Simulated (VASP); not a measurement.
Input of a VASP 6.6.1 run:

File POSCAR:

```
AlN
1.0
    3.1067347309      0.0000000000      0.0000000000
   -1.5533673655      2.6905111998      0.0000000000
    0.0000000000      0.0000000000      4.9785473342
Al N
2 2
Direct
    0.6666666667      0.3333333333      0.4991939701
    0.3333333333      0.6666666667     -0.0008060299
    0.6666666667      0.3333333333      0.8808060299
    0.3333333333      0.6666666667      0.3808060299
```

File INCAR.step1:

```
SYSTEM = AlN
PREC = Accurate
ENCUT = 520
ISMEAR = -1
SIGMA = 0.05
LREAL = .False.
LASPH = .True.
NELM = 100
NBANDS = 16
GGA = PE
ALGO = Normal
EDIFF = 1E-4
LWAVE = .True.
LCHARG = .False.
```

Contents of INCAR.step2:

```
SYSTEM = AlN
PREC = Accurate
ENCUT = 520
EDIFF = 1E-6
ISMEAR = -1
SIGMA = 0.05
LREAL = .False.
LASPH = .True.
NELM = 100
ALGO = Normal
ISIF = 2
LWAVE = .False.
LCHARG = .True.
METAGGA = R2SCAN
LMIXTAU = .True.
LELF = .True.
LVHAR = .True.
NBANDS = 16
ISTART = 1
```

Contents of KPOINTS:

```
Automatic mesh
0
Gamma
  10 10 6
  0 0 0
```

Potentials or basis: VASP PAW PBE potentials, release 64 (Al, N).

Command:

```sh
$ cat potpaw_PBE.64/Al/POTCAR potpaw_PBE.64/N/POTCAR > POTCAR
$ cp INCAR.step1 INCAR
$ mpirun -np 1 vasp_std > vasp.out
$ cp INCAR.step2 INCAR
$ mpirun -np 1 vasp_std > vasp.out
```

(1) Predict the pressure.

(2) What does it give for the band gap on the k mesh?

## Answers

(1) -0.4 GPa.

(2) 4.92 eV.

Caveat: the PAW data sets were made with another functional, which shifts forces and pressure a little.

**Measured values to compare with.**

“Structural and optical properties of self-assembled AlN nanowires grown on SiO2/Si substrates by molecular beam epitaxy”, 2024, arxiv:2402.00216 quotes, for a bulk crystal of AlN at 0 K: band gap 6.0343 eV (an exciton energy, a little under the gap).

Measured gap of AlN: 6.0343 eV (an exciton energy, a little under the gap; 0 K; quoted in “Structural and optical properties of self-assembled AlN nanowires grown on SiO2/Si substrates by molecular beam epitaxy”, 2024, arxiv:2402.00216). This calculation gives 4.92 eV (-1.11 eV). 2 values of this kind are on record (6.034 to 6.0343 eV); this one was drawn at random. The value is that of r2SCAN on a finite k mesh, which can miss the band edges, without temperature or zero-point motion.
